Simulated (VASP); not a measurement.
Wanted: the native input for a VASP 6.6.1 run.

* Task: single point
* Functional: PBE
* Potentials or basis: VASP PAW PBE potentials, release 64 (Sb)
* Cutoff: 500 eV
* k mesh: 16 × 16 × 16
* Occupations: fermi-dirac, width 0.08 eV
* Spin: no spin polarisation
* Dipole correction: no
* Further INCAR settings: ALGO = Normal; EDIFF = 1e-06; NBANDS = 8

The structure of Sb lies in POSCAR:

```
Sb
1.0
    0.0000000000      2.0086535354      2.0086535354
    2.0086535354      0.0000000000      2.0086535354
    2.0086535354      2.0086535354      0.0000000000
Sb
1
Direct
    0.0000000000      0.0000000000      0.0000000000
```

This isn't the form of Sb at room conditions, which is rhombohedral.

The input as run:

INCAR

```
PREC     = Accurate       # precision mode
ENCUT    = 500            # plane-wave cutoff, eV
EDIFF    = 1E-6           # SCF threshold, eV
ISMEAR   = -1             # smearing method
SIGMA    = 0.08           # smearing width, eV
LREAL    = False          # projectors in reciprocal space
LASPH    = True           # aspherical terms in the spheres
NELM     = 120            # most SCF steps
ALGO     = Normal         # electronic algorithm
ISIF     = 2              # what is computed and relaxed
LWAVE    = False          # write WAVECAR
LCHARG   = True           # write CHGCAR
GGA      = PE             # functional
LELF     = True           # ELF
LVHAR    = True         
NBANDS   = 8              # bands
GGA_COMPAT= False
```

KPOINTS

```
Automatic mesh
0
Gamma
  16 16 16
```

Potentials or basis: VASP PAW PBE potentials, release 64 (Sb).

Launch:

```console
$ cat potpaw_PBE.64/Sb/POTCAR > POTCAR
$ mpirun -np 1 vasp_std > vasp.out
```

Results of the run:

```
Pressure               : 105.9 GPa
Band gap on the k mesh : zero (an odd number of electrons rules out a gap without spin polarisation)
```

Caveat: the cell stands under pressure; spin-orbit coupling is left out, which moves the levels of the heavy elements.

Run time: 15 s on 1 thread of Intel(R) Xeon(R) Platinum 8375C CPU @ 2.90GHz (Ice Lake), on a shared host, peak memory 0.14 GiB.
